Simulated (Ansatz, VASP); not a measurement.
**Cu in VASP and in Ansatz**

```
CELL_PARAMETERS angstrom
-0.03615 1.78943 1.78943
1.78943 -0.03615 1.78943
1.78943 1.78943 -0.03615
ATOMIC_POSITIONS crystal
Cu 0.00000 0.00000 0.00000
```

Change from the starting cell: equal xy, yz and zx shear strains of -2 %.

Alike in both runs: task single point; functional PBEsol; k mesh 17 × 17 × 17; occupations fermi-dirac, width 0.03 eV; no spin polarisation.

|  | VASP | Ansatz |
| --- | --- | --- |
| version | VASP 6.6.1 | Ansatz 0.2.0 |
| potentials or method | VASP PAW PBE potentials, release 64 (Cu), cutoff 520 eV | all-electron LAPW, scalar-relativistic |

|  | VASP | Ansatz | Ansatz less VASP |
| --- | --- | --- | --- |
| pressure (GPa) | -5.7 | -6.4 | -0.68 |
| traceless stress, the component that is largest in VASP (GPa) | 1.29 | 1.32 | +0.034 |

VASP's potentials were made for PBE, not for PBEsol. Ansatz ran all-electron here, and VASP with PAW potentials.
